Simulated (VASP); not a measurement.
# KBr (Pm-3m) in VASP: single point with PBE

Aim: the single point of KBr with PBE.

Program: VASP 6.6.1. These are calculated values, not measurements. Logs are shortened: lines on timing, memory, paths and dates and some standing lists are left out, and cuts for length are marked.

## Step 1: The cell of the first run

It takes space group Pm-3m (No. 221, cubic). The conventional cell has a = 4.043 Å, b = 4.043 Å, c = 4.043 Å, α = 90.00°, β = 90.00°, γ = 90.00°. Within 4.6 Å of K (site symmetry m-3m) lie 8 Br at 3.50 Å and 6 K at 4.04 Å. Br (site symmetry m-3m) has 8 K at 3.50 Å and 6 Br at 4.04 Å within 4.6 Å.

## Step 2: Single point, PBE

INCAR reads:

```
SYSTEM = KBr
PREC = Accurate
ENCUT = 500
EDIFF = 1E-6
ISMEAR = 0
SIGMA = 0.05
LREAL = .False.
LASPH = .True.
NELM = 120
ALGO = Normal
ISIF = 2
LWAVE = .False.
LCHARG = .False.
GGA = PE
NBANDS = 15
GGA_COMPAT = .False.
```

KPOINTS reads:

```
Automatic mesh
0
Gamma
  6 6 6
  0 0 0
```

POSCAR reads:

```
KBr
1.0
    4.0434990000      0.0000000000      0.0000000000
    0.0000000000      4.0434990000      0.0000000000
    0.0000000000      0.0000000000      4.0434990000
K Br
1 1
Direct
    0.0000000000      0.0000000000      0.0000000000
    0.5000000000      0.5000000000      0.5000000000
```

Potentials or basis: VASP PAW PBE potentials, release 64 (K_sv, Br).

Started as:

```sh
$ cat potpaw_PBE.64/K_sv/POTCAR potpaw_PBE.64/Br/POTCAR > POTCAR
$ mpirun -np 1 vasp_std > vasp.out
```

OUTCAR:

```text
SYSTEM = KBr
   PREC = Accurate
   ENCUT = 500
   EDIFF = 1E-6
   ISMEAR = 0
   LREAL = .False.
   LASPH = .True.
   NELM = 120
   ISIF = 2
   GGA = PE

 ion  position               nearest neighbor table
   1  0.000  0.000  0.000-
   2  0.500  0.500  0.500-

  LATTYP: Found a simple cubic cell.
 ALAT       =     4.0434990000

  Lattice vectors:

 A1 = (   4.0434990000,   0.0000000000,   0.0000000000)
 A2 = (   0.0000000000,   4.0434990000,   0.0000000000)
 A3 = (   0.0000000000,   0.0000000000,   4.0434990000)

Analysis of symmetry for initial positions (statically):
=====================================================================
 Subroutine PRICEL returns:
 Original cell was already a primitive cell.

 Routine SETGRP: Setting up the symmetry group for a
 simple cubic supercell.

 Subroutine GETGRP returns: Found 48 space group operations
 (whereof 48 operations were pure point group operations)
 out of a pool of 48 trial point group operations.

The static configuration has the point symmetry O_h .

Analysis of symmetry for dynamics (positions and initial velocities):
=====================================================================
 Subroutine PRICEL returns:
 Original cell was already a primitive cell.

 Routine SETGRP: Setting up the symmetry group for a
 simple cubic supercell.

 Subroutine GETGRP returns: Found 48 space group operations
 (whereof 48 operations were pure point group operations)
 out of a pool of 48 trial point group operations.

The dynamic configuration has the point symmetry O_h .

 Subroutine INISYM returns: Found 48 space group operations
 (whereof 48 operations are pure point group operations),
 and found     1 'primitive' translations

----------------------------------------------------------------------------------------

                                     Primitive cell

  volume of cell :      66.1107

  direct lattice vectors                    reciprocal lattice vectors
     4.043499000  0.000000000  0.000000000     0.247310559  0.000000000  0.000000000
     0.000000000  4.043499000  0.000000000     0.000000000  0.247310559  0.000000000
     0.000000000  0.000000000  4.043499000     0.000000000  0.000000000  0.247310559

  length of vectors
     4.043499000  4.043499000  4.043499000     0.247310559  0.247310559  0.247310559

  position of ions in fractional coordinates (direct lattice)
     0.000000000  0.000000000  0.000000000
     0.500000000  0.500000000  0.500000000

  ion indices of the primitive-cell ions
   primitive index   ion index
                 1           1
                 2           2

----------------------------------------------------------------------------------------

 KPOINTS: Automatic mesh

Automatic generation of k-mesh.
 Grid dimensions read from file:
 generate k-points for:    6    6    6

 Generating k-lattice:

  Cartesian coordinates                     Fractional coordinates (reciprocal lattice)
     0.041218427  0.000000000  0.000000000     0.166666667  0.000000000  0.000000000
     0.000000000  0.041218427  0.000000000     0.000000000  0.166666667  0.000000000
     0.000000000  0.000000000  0.041218427     0.000000000  0.000000000  0.166666667

  Length of vectors
     0.041218427  0.041218427  0.041218427

  Shift w.r.t. Gamma in fractional coordinates (k-lattice)
     0.000000000  0.000000000  0.000000000

 Subroutine IBZKPT returns following result:
 ===========================================

 Found     20 irreducible k-points:

 Following reciprocal coordinates:
            Coordinates               Weight
  0.000000  0.000000  0.000000      1.000000
  0.166667  0.000000  0.000000      6.000000
  0.333333  0.000000  0.000000      6.000000
  0.500000  0.000000  0.000000      3.000000
  0.166667  0.166667  0.000000     12.000000
  0.333333  0.166667  0.000000     24.000000
[... 12 lines left out ...]
  0.500000  0.500000  0.333333      6.000000
  0.500000  0.500000  0.500000      1.000000
   k-points           NKPTS =     20   k-points in BZ     NKDIM =     20   number of bands    NBANDS=     15
   number of dos      NEDOS =    301   number of ions     NIONS =      2
   total plane-waves  NPLWV =  27000
   dimension x,y,z NGX =    30 NGY =   30 NGZ =   30
   dimension x,y,z NGXF=    60 NGYF=   60 NGZF=   60
   ions per type =               1   1
   NGX,Y,Z   is equivalent  to a cutoff of  12.33, 12.33, 12.33 a.u.
   NGXF,Y,Z  is equivalent  to a cutoff of  24.67, 24.67, 24.67 a.u.
 SYSTEM =  KBr
   PREC   = accura    normal or accurate (medium, high low for compatibility)
   ISTART =      0    job   : 0-new  1-cont  2-samecut
   ICHARG =      2    charge: 1-file 2-atom 10-const
   ISPIN  =      1    spin polarized calculation?
   LNONCOLLINEAR =      F non collinear calculations
   LSORBIT =      F    spin-orbit coupling
   LASPH  =      T    aspherical Exc in radial PAW
   ENCUT  =  500.0 eV  36.75 Ry    6.06 a.u.   7.37  7.37  7.37*2*pi/ulx,y,z
   NELM   =    120;   NELMIN=  2; NELMDL= -5     # of ELM steps
   EDIFF  = 0.1E-05   stopping-criterion for ELM
   LREAL  =      F    real-space projection
   EDIFFG = 0.1E-04   stopping-criterion for IOM
   NSW    =      0    number of steps for IOM
   IBRION =     -1    ionic relax: 0-MD 1-quasi-New 2-CG
   NFREE  =      0    steps in history (QN), initial steepest desc. (CG)
   ISIF   =      2    stress and relaxation
   ISYM   =      2    0-nonsym 1-usesym 2-fastsym
   POTIM  = 0.5000    time-step for ionic-motion
   TEBEG  =    0.0;   TEEND  =   0.0 temperature during run
   PSTRESS=    0.0 pullay stress
   NELECT =      16.0000    total number of electrons
   NUPDOWN=      -1.0000    fix difference up-down
   EMIN   =  10.00;   EMAX   =-10.00  energy-range for DOS
   EFERMI =   0.00;   METHOD = LEGACY
   ISMEAR =     0;   SIGMA  =   0.05  broadening in eV -4-tet -1-fermi 0-gaus
   EFERMI_NEDOS =   21; number of points for ismear=-14 and -15
   IALGO  =     38    algorithm
   IMIX   =      4    mixing-type and parameters
     AMIX     =   0.40;   BMIX     =  1.00
     AMIX_MAG =   1.60;   BMIX_MAG =  1.00
  volume/ion in A,a.u.               =      33.06       223.07
  Fermi-wavevector in a.u.,A,eV,Ry     =   1.020213  1.927923 14.161412  1.040834
  Thomas-Fermi vector in A             =   2.153770
   LORBIT       =      0    0 simple, 1 ext, 2 COOP (PROOUT), +10 PAW based schemes
   GGA     = PE    functional components
   LHFCALC =     F    Hartree Fock is set to
   AEXX    =    0.0000 exact exchange contribution
   IVDW    =     0    specifies the selected vdW correction
   LEPSILON=     F    determine dielectric tensor
   LRPA    =     F    only Hartree local field effects (RPA)
 non-spin polarized calculation
 Gauss-broadening in eV      SIGMA  =   0.05
  energy-cutoff  :      500.00
  volume of cell :       66.11
 maximum number of plane-waves:      1743
 NGX is ok and might be reduce to    30
   NGX = 15   NGY = 15   NGZ = 15

 number of electron      15.9999999 magnetization

 Free energy of the ion-electron system (eV)
  ---------------------------------------------------
  ext. energy  EPLUGINS =         0.00000000
  ---------------------------------------------------
  free energy    TOTEN  =        -6.07818399 eV

  energy without entropy =       -6.07818399  energy(sigma->0) =       -6.07818399

 E-fermi :  -0.5095     XC(G=0):  -7.8250

 val. band max:       -0.7614765764   @ k =   0.5000   0.5000   0.0000
 cond. band min:       3.1006966756   @ k =   0.0000   0.0000   0.0000
 fundamental gap:      3.8621732520
 Fermi energy:        -0.5095472913

 k-point     1 :       0.0000    0.0000    0.0000
  band No.  band energies     occupation
      1     -29.4305      2.00000
      2     -13.5364      2.00000
      3     -12.8549      2.00000
      4     -12.8549      2.00000
      5     -12.8549      2.00000
      6      -1.0216      2.00000
      7      -1.0216      2.00000
      8      -1.0216      2.00000
      9       3.1007      0.00000
     10       5.0925      0.00000
     11       5.0925      0.00000
     12       8.8930      0.00000
     13       8.8930      0.00000
     14       8.8930      0.00000
     15      11.5461      0.00000

 k-point     2 :       0.1667    0.0000    0.0000
  band No.  band energies     occupation
      1     -29.4280      2.00000
      2     -13.5851      2.00000
      3     -12.8501      2.00000
      4     -12.8501      2.00000
      5     -12.8011      2.00000
      6      -1.5612      2.00000
      7      -1.0145      2.00000
      8      -1.0145      2.00000
      9       3.7199      0.00000
     10       5.3031      0.00000
     11       5.6428      0.00000
     12       8.8132      0.00000
     13       8.8132      0.00000
     14       9.0060      0.00000
     15      10.6036      0.00000

 k-point     3 :       0.3333    0.0000    0.0000
  band No.  band energies     occupation
      1     -29.4230      2.00000
      2     -13.6734      2.00000
      3     -12.8405      2.00000
      4     -12.8405      2.00000
      5     -12.6996      2.00000
      6      -2.3696      2.00000
      7      -1.0007      2.00000
      8      -1.0007      2.00000
      9       4.8976      0.00000
     10       5.8881      0.00000
     11       6.6721      0.00000
     12       8.7832      0.00000
     13       8.7832      0.00000
     14       9.0468      0.00000
     15       9.2655      0.00000

 k-point     4 :       0.5000    0.0000    0.0000
  band No.  band energies     occupation
      1     -29.4204      2.00000
      2     -13.7145      2.00000
      3     -12.8357      2.00000
      4     -12.8357      2.00000
      5     -12.6503      2.00000
      6      -2.7019      2.00000
      7      -0.9940      2.00000
      8      -0.9940      2.00000
      9       5.7202      0.00000
     10       6.4128      0.00000
     11       6.8910      0.00000
     12       8.1504      0.00000
     13       8.8906      0.00000
     14       8.8906      0.00000
     15       9.4188      0.00000
[... 235 lines left out ...]
 k-point    18 :       0.5000    0.3333    0.3333
  band No.  band energies     occupation
      1     -29.4066      2.00000
      2     -13.2846      2.00000
      3     -12.9389      2.00000
      4     -12.9317      2.00000
      5     -12.9236      2.00000
      6      -2.1987      2.00000
      7      -1.9228      2.00000
      8      -1.8474      2.00000
      9       5.8985      0.00000
     10       6.4805      0.00000
     11       6.8760      0.00000
     12       7.9621      0.00000
     13       8.4334      0.00000
     14       8.6706      0.00000
     15      10.3492      0.00000

 k-point    19 :       0.5000    0.5000    0.3333
  band No.  band energies     occupation
      1     -29.4043      2.00000
      2     -13.2029      2.00000
      3     -12.9713      2.00000
      4     -12.9713      2.00000
      5     -12.9283      2.00000
      6      -2.1678      2.00000
      7      -2.1678      2.00000
      8      -1.8812      2.00000
      9       5.8821      0.00000
     10       6.7712      0.00000
     11       6.7712      0.00000
     12       7.9445      0.00000
     13       8.8313      0.00000
     14       8.8313      0.00000
     15      10.3823      0.00000

 k-point    20 :       0.5000    0.5000    0.5000
  band No.  band energies     occupation
      1     -29.4020      2.00000
      2     -13.1715      2.00000
      3     -12.9633      2.00000
      4     -12.9633      2.00000
      5     -12.9633      2.00000
      6      -2.1765      2.00000
      7      -2.1765      2.00000
      8      -2.1765      2.00000
      9       6.6412      0.00000
     10       6.6412      0.00000
     11       6.6412      0.00000
     12       8.6226      0.00000
     13       8.6226      0.00000
     14       8.6226      0.00000
     15      10.3682      0.00000

------------------------ aborting loop because EDIFF is reached ----------------------------------------

  FORCE on cell =-STRESS in cart. coord.  units (eV):
  Direction    XX          YY          ZZ          XY          YZ          ZX
  --------------------------------------------------------------------------------------
  -------------------------------------------------------------------------------------
  Total       -0.0220185     -0.0220185     -0.0220185      0.0000000      0.0000000      0.0000000
  in kB       -0.5336121     -0.5336121     -0.5336121      0.0000000      0.0000000      0.0000000
  external PRESSURE =      -0.5336121 kB  Pullay stress =       0.0000000 kB

 VOLUME and BASIS-vectors are now :
 -----------------------------------------------------------------------------
  energy-cutoff  :      500.00
  volume of cell :       66.11
      direct lattice vectors                 reciprocal lattice vectors
     4.043499000  0.000000000  0.000000000     0.247310559  0.000000000  0.000000000
     0.000000000  4.043499000  0.000000000     0.000000000  0.247310559  0.000000000
     0.000000000  0.000000000  4.043499000     0.000000000  0.000000000  0.247310559

 POSITION                                       TOTAL-FORCE (eV/Angst)
 -----------------------------------------------------------------------------------
      0.00000      0.00000      0.00000         0.000000      0.000000      0.000000
      2.02175      2.02175      2.02175         0.000000      0.000000      0.000000
 -----------------------------------------------------------------------------------
    total drift:                                0.000000      0.000000     -0.000000

  FREE ENERGIE OF THE ION-ELECTRON SYSTEM (eV)
  ---------------------------------------------------
  free  energy   TOTEN  =        -6.0781839902 eV

  energy  without entropy=       -6.0781839902  energy(sigma->0) =       -6.07818399
```

Wall time 14 s (1 thread of Intel Xeon Platinum 8488C (Sapphire Rapids), shared host); peak memory 0.16 GiB.

Results:

```yaml
Free_energy: -6.0782 eV
Pressure: -0.1 GPa
Band_gap_on_the_k_mesh: 3.86 eV, indirect (least direct gap 4.12 eV)
```

Levels at points of the mesh, in eV from the valence-band top:
```csv
k point,band 6,band 7,band 8,band 9,band 10,band 11
"(0.00, 0.00, 0.00)",-0.26,-0.26,-0.26,3.86,5.85,5.85
"(0.50, 0.00, 0.00)",-1.94,-0.23,-0.23,6.48,7.17,7.65
"(0.50, 0.50, 0.00)",-1.38,-1.38,0.00,5.22,6.50,8.05
"(0.50, 0.50, 0.50)",-1.42,-1.42,-1.42,7.40,7.40,7.40
```
